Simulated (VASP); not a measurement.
Set up this calculation in VASP 6.6.1, as the native input.

* Task: relaxation of cell and atoms
* Functional: PBE
* Potentials or basis: VASP PAW PBE potentials, release 64 (Re, Te, Os)
* Cutoff: 600 eV
* k mesh: 8 × 8 × 8
* Occupations: gaussian, width 0.1 eV
* Spin: no spin polarisation
* Dipole correction: no
* Further INCAR settings: ALGO = Normal; EDIFF = 1e-06; IBRION = 2; EDIFFG = -0.01; NSW = 100; ISIF = 3

The structure of ReTeOs3 lies in POSCAR:

```
ReTeOs3
1.0
    4.7448231984      0.0000000000      0.0000000000
    0.0000000000      4.7448231984      0.0000000000
    0.0000000000      0.0000000000      4.7448231984
Re Te Os
1 1 3
Direct
    0.5000000000      0.5000000000      0.5000000000
    0.0000000000      0.0000000000      0.0000000000
    0.5000000000      0.5000000000      0.0000000000
    0.0000000000      0.5000000000      0.5000000000
    0.5000000000      0.0000000000      0.5000000000
```

The input as run:

INCAR

```
PREC = Accurate
ENCUT = 600
EDIFF = 1E-6
ISMEAR = 0
SIGMA = 0.1
LREAL = F
LASPH = T
NELM = 100
ALGO = Normal
ISIF = 3
LWAVE = F
LCHARG = F
GGA = PE
IBRION = 2
NSW = 100
EDIFFG = -0.01
```

KPOINTS

```
Automatic mesh
0
Gamma
  8 8 8
```

Potentials or basis: VASP PAW PBE potentials, release 64 (Re, Te, Os).

Run with:

```sh
$ cat potpaw_PBE.64/Re/POTCAR potpaw_PBE.64/Te/POTCAR potpaw_PBE.64/Os/POTCAR > POTCAR
$ mpirun -np 1 vasp_std > vasp.out
```

It gave:

- Relaxed volume: 21.18 Å³/atom
- Relaxed cell: a = 4.731 Å, b = 4.731 Å, c = 4.731 Å, α = 90.00°, β = 90.00°, γ = 90.00°
- Space group after relaxing (to 0.05 Å): Pm-3m (No. 221)
- Energy gained by relaxing: 0.8 meV/atom
- Ionic steps: 3
- Pressure after relaxing: 0.0 GPa

Run time: 6.2 min on 1 thread of Intel(R) Xeon(R) Platinum 8259CL CPU @ 2.50GHz (Skylake/Cascade Lake), on a shared host, peak memory 0.33 GiB.
